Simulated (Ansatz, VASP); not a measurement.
# AlCu in VASP and in Ansatz

File POSCAR:

```
AlCu
1.0
    2.9975090000      0.0000000000      0.0000000000
    0.0000000000      2.9975090000      0.0000000000
    0.0000000000      0.0000000000      2.9975090000
Al Cu
1 1
Direct
    0.0000000000      0.0000000000      0.0000000000
    0.5000000000      0.5000000000      0.5000000000
```

The input INCAR.step1:

```
SYSTEM = AlCu
  ALGO = Normal
  EDIFF = 1E-4
  ENCUT = 520
  GGA = PE
  ISMEAR = 0
  LASPH = .TRUE.
  LCHARG = .FALSE.
  LREAL = .FALSE.
  LWAVE = .TRUE.
  NBANDS = 14
  NELM = 60
  PREC = Accurate
  SIGMA = 0.15
```

The input INCAR.step2:

```
SYSTEM = AlCu
  ALGO = Normal
  EDIFF = 1E-7
  ENCUT = 520
  ISIF = 2
  ISMEAR = 0
  ISTART = 1
  LASPH = .TRUE.
  LCHARG = .FALSE.
  LMIXTAU = .TRUE.
  LREAL = .FALSE.
  LWAVE = .FALSE.
  METAGGA = R2SCAN
  NBANDS = 14
  NELM = 60
  PREC = Accurate
  SIGMA = 0.15
```

Contents of KPOINTS:

```
k-points
0
G
  18 18 18
  0 0 0
```

Input for Ansatz:

```yaml
crystal:
  lattice:
    - [2.997509, 0.0, 0.0]
    - [0.0, 2.997509, 0.0]
    - [0.0, 0.0, 2.997509]
  atoms:
    - { symbol: Al, position: [0.0, 0.0, 0.0] }
    - { symbol: Cu, position: [0.5, 0.5, 0.5] }
basis:
  ecutwfc: 500
kpoints:
  mp_grid: { grid: [18, 18, 18] }
hamiltonian:
  xc: r2scan
scf:
  occupations: { method: gaussian, width: 0.15 }
output:
  forces: true
  stress: true
  eigenvalues: true
```

Alike in both runs: task single point; functional r2SCAN; k mesh 18 × 18 × 18; occupations gaussian, width 0.15 eV; no spin polarisation.

```csv
,VASP,Ansatz
version,VASP 6.6.1,Ansatz 0.2.0
potentials or method,"VASP PAW PBE potentials, release 64 (Al, Cu), cutoff 520 eV","scalar-relativistic, plane waves, PAW"
valence electrons in the cell,14,22
```

```csv
,VASP,Ansatz,Ansatz less VASP
gap on the k mesh at the Fermi level (eV),none,none,-
pressure (GPa),-5.1,-5.0,+0.03
```

VASP's potentials were made for PBE, not for r2SCAN. A gap of «none» marks a metal or a gap that the smearing closes. VASP's potentials hold 14 valence electrons a cell and Ansatz's 22, so a difference there can come from the potentials and not from the codes.
